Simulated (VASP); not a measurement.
Here is a VASP 6.6.1 calculation.

File POSCAR:

```
InP3
1.0
    3.7414989631      2.1601554335      3.6387921039
   -3.7414989631      2.1601554335      3.6387921039
    0.0000000000     -4.3203108670      3.6387921039
In P
2 6
Direct
    0.2702520051      0.2702520051      0.2702520051
    0.7297479949      0.7297479949      0.7297479949
    0.7982893833      0.2446976833      0.7982893833
    0.7982893833      0.7982893833      0.2446976833
    0.2446976833      0.7982893833      0.7982893833
    0.2017106167      0.7553023167      0.2017106167
    0.7553023167      0.2017106167      0.2017106167
    0.2017106167      0.2017106167      0.7553023167
```

Contents of INCAR.step1:

```
PREC = Accurate ; ENCUT = 550
ISMEAR = 0 ; SIGMA = 0.15
LREAL = False ; LASPH = True
NELM = 120 ; NBANDS = 38
GGA = PE ; ALGO = Normal
EDIFF = 1E-5 ; LWAVE = True
LCHARG = False ; GGA_COMPAT = False
```

File INCAR.step2:

```
PREC = Accurate ; ENCUT = 550
EDIFF = 1E-6 ; ISMEAR = 0
SIGMA = 0.15 ; LREAL = False
LASPH = True ; NELM = 120
ALGO = Normal ; ISIF = 2
LWAVE = False ; LCHARG = False
METAGGA = R2SCAN ; LMIXTAU = True
NBANDS = 38 ; ISTART = 1
GGA_COMPAT = False
```

Contents of KPOINTS:

```
Automatic mesh
0
Gamma
  6 6 6
```

Potentials or basis: VASP PAW PBE potentials, release 64 (In_d, P).

Launch:

```console
$ cat potpaw_PBE.64/In_d/POTCAR potpaw_PBE.64/P/POTCAR > POTCAR
$ cp INCAR.step1 INCAR
$ mpirun -np 1 vasp_std > vasp.out
$ cp INCAR.step2 INCAR
$ mpirun -np 1 vasp_std > vasp.out
```

Task: Predict the band gap on the k mesh.

Result: Zero (bands 28 and 29 overlap by 0.57 eV).

Task: Estimate the pressure.

Result: -4.4 GPa.

Task: Estimate the largest force.

Result: 0.873 eV/Å.

Stress tensor (GPa, compression positive):
```
-2.88  0.00  0.00
 0.00 -2.88  0.00
 0.00  0.00 -7.47
```

Caveat: the cell differs from its parent crystal (strain +0.000 along x and y, +0.080 along z); the cell stands under tension; semilocal functionals underestimate gaps, and a narrow one can read as zero; the PAW data sets were made with another functional, which shifts forces and pressure a little; spin-orbit coupling is left out, which moves the levels of the heavy elements.
